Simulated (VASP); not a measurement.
Runs of VASP 6.6.1 on Ru. The structure is that of space group P6_3/mmc (No. 194), or close to it. The cells are those of the table. 

```csv
task,potentials or basis,cell,k mesh,cutoff (eV),smearing,second run,gap on the mesh (eV),pressure (GPa),relaxed volume (Å³/atom)
single point,"VASP PAW LDA potentials, release 64 (Ru_pv)","a = 2.676, b = 2.676, c = 4.226 Å, angles 90.0, 90.0, 120.0°, 2 atoms",15 × 15 × 8,520,fermi-dirac 0.15 eV,-,none,0.9,-
single point,"VASP PAW LDA potentials, release 64 (Ru_pv)","a = 2.674, b = 2.674, c = 4.226 Å, angles 90.0, 90.0, 120.0°, 2 atoms",15 × 15 × 8,520,gaussian 0.1 eV,-,none,0.9,-
relaxation of cell and atoms,"VASP PAW LDA potentials, release 64 (Ru_pv)","relaxed from a = 2.673, b = 2.673, c = 4.228 Å, angles 90.0, 90.0, 120.0°, 2 atoms",15 × 15 × 8,600,gaussian 0.1 eV,-,none,0.0,13.12
relaxation of cell and atoms,"VASP PAW LDA potentials, release 64 (Ru_pv)","relaxed from a = 2.674, b = 2.674, c = 4.226 Å, angles 90.0, 90.0, 120.0°, 2 atoms",15 × 15 × 8,600,fermi-dirac 0.15 eV,-,none,0.0,13.14
single point,"VASP PAW LDA potentials, release 64 (Ru_pv)","a = 2.673, b = 2.673, c = 4.228 Å, angles 90.0, 90.0, 120.0°, 2 atoms",9 × 9 × 6,520,gaussian 0.1 eV,-,none,0.9,-
single point,"VASP PAW LDA potentials, release 64 (Ru_sv)","a = 2.676, b = 2.676, c = 4.226 Å, angles 90.0, 90.0, 120.0°, 2 atoms",15 × 15 × 8,600,fermi-dirac 0.15 eV,valence_matched,none,0.6,-
relaxation of cell and atoms,"VASP PAW LDA potentials, release 64 (Ru_pv)","relaxed from a = 2.708, b = 2.708, c = 4.268 Å, angles 90.0, 90.0, 120.0°, 2 atoms",9 × 9 × 6,600,gaussian 0.1 eV,-,none,0.2,(a)
```

Alike in all rows: level LDA; no spin polarisation.

Q: Fill in the values left out.

A: (a) 13.11.

A k mesh can miss the band edges, and the runs leave out spin-orbit coupling on Ru.

A gap of «none» marks levels without a gap at the run's occupations.

The runs don't all hold the same shells in valence.
